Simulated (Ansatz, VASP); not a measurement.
## Two plane-wave programs on SnSe2

INCAR

```
SYSTEM = SnSe2
ALGO     = Normal         ! electronic algorithm
EDIFF    = 1E-6           ! SCF threshold, eV
ENCUT    = 500            ! plane-wave cutoff, eV
GGA      = PE             ! functional
GGA_COMPAT= .False.      
ISIF     = 2              ! what is computed and relaxed
ISMEAR   = -4             ! smearing method
IVDW     = 12             ! dispersion correction
LASPH    = .True.         ! aspherical terms in the spheres
LCHARG   = .True.         ! write CHGCAR
LELF     = .True.         ! ELF
LREAL    = .False.        ! projectors in reciprocal space
LVHAR    = .True.       
LWAVE    = .False.        ! write WAVECAR
NBANDS   = 20             ! bands
NELM     = 120            ! most SCF steps
PREC     = Accurate       ! precision mode
SIGMA    = 0.02           ! smearing width, eV
```

Contents of KPOINTS:

```
k-points
0
Gamma
  12 12 6
  0 0 0
```

Contents of POSCAR:

```
SnSe2
1.0
    3.8110000000      0.0000000000      0.0000000000
   -1.9055000000      3.3004228138      0.0000000000
    0.0000000000      0.0000000000      6.1360000000
Sn Se
1 2
Direct
    0.0000000000      0.0000000000      0.0000000000
    0.3333333333      0.6666666667      0.2615727284
    0.6666666667      0.3333333333      0.7384272716
```

Input for Ansatz:

```yaml
crystal:
  lattice:
    - [3.811, 0.0, 0.0]
    - [-1.9055, 3.3004228138, 0.0]
    - [0.0, 0.0, 6.136]
  atoms:
    - { symbol: Sn, position: [0.0, 0.0, 0.0] }
    - { symbol: Se, position: [0.3333333333, 0.6666666667, 0.2615727284] }
    - { symbol: Se, position: [0.6666666667, 0.3333333333, 0.7384272716] }
basis:
  ecutwfc: 420
kpoints:
  mp_grid: { grid: [12, 12, 6] }
hamiltonian:
  xc: pbe
  dispersion: d3bj
scf:
  occupations: { method: tetrahedron_uncorrected }
  initial_density: { chi_scale: 0.0 }
output:
  forces: true
  eigenvalues: true
  stress: true
```

Alike in both runs: task single point; functional PBE; dispersion D3(BJ); k mesh 12 × 12 × 6; no spin polarisation.

```csv
,VASP,Ansatz
version,VASP 6.6.1,Ansatz 0.2.0
potentials or method,"VASP PAW PBE potentials, release 64 (Sn_d, Se), cutoff 500 eV","scalar-relativistic, plane waves, PAW"
occupations,tetrahedron,tetrahedron-uncorrected
valence electrons in the cell,26,46
```

```csv
,VASP,Ansatz,Ansatz less VASP
gap on the k mesh at the Fermi level (eV),0.49,0.49,+0.004
pressure (GPa),0.4,0.3,-0.07
"traceless stress, the component that is largest in VASP (GPa)",-0.67,-0.68,-0.011
rms of the force components (eV/Å),0.008,0.001,-0.0066
```

Atom by atom the forces differ by 0.007 eV/Å (rms over components). VASP's potentials hold 26 valence electrons a cell and Ansatz's 46, so a difference there can come from the potentials and not from the codes. Ansatz's warnings: band table not solved further.
